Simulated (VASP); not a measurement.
Wanted: the native input for a VASP 6.6.1 run.

* Task: single point
* Functional: PBE
* Potentials or basis: VASP PAW PBE potentials, release 64 (Zr_sv, H)
* Cutoff: 520 eV
* k mesh: 12 × 12 × 12
* Occupations: gaussian, width 0.1 eV
* Spin: no spin polarisation
* Dipole correction: no
* Further INCAR settings: ALGO = Normal; EDIFF = 1e-06; NBANDS = 27

The structure of Zr3H2 lies in POSCAR:

```
Zr3H2
1.0
    1.6078769216      0.9283081735      8.0694796580
   -1.6078769216      0.9283081735      8.0694796580
    0.0000000000     -1.8566163470      8.0694796580
Zr H
3 2
Direct
    0.0000000000      0.0000000000      0.0000000000
    0.2202757211      0.2202757211      0.2202757211
    0.7797242789      0.7797242789      0.7797242789
    0.3867415621      0.3867415621      0.3867415621
    0.6132584379      0.6132584379      0.6132584379
```

The input as run:

INCAR

```
SYSTEM = Zr3H2
ALGO = Normal
EDIFF = 1E-6
ENCUT = 520
GGA = PE
ISIF = 2
ISMEAR = 0
LASPH = .True.
LCHARG = .False.
LREAL = .False.
LWAVE = .False.
NBANDS = 27
NELM = 60
PREC = Accurate
SIGMA = 0.1
```

KPOINTS

```
k-points
0
Gamma
  12 12 12
  0 0 0
```

Potentials or basis: VASP PAW PBE potentials, release 64 (Zr_sv, H).

Run with:

```sh
$ cat potpaw_PBE.64/Zr_sv/POTCAR potpaw_PBE.64/H/POTCAR > POTCAR
$ mpirun -np 1 vasp_std > vasp.out
```

Results of the run:

```yaml
Pressure: 0.0 GPa
Largest_force: 0.006 eV/Å
Band_gap_on_the_k_mesh: zero (bands 19 and 20 overlap by 0.92 eV)
```

Wall time 14 min on 1 thread of Intel(R) Xeon(R) 6975P-C (Granite Rapids), on a shared host, peak memory 0.74 GiB.
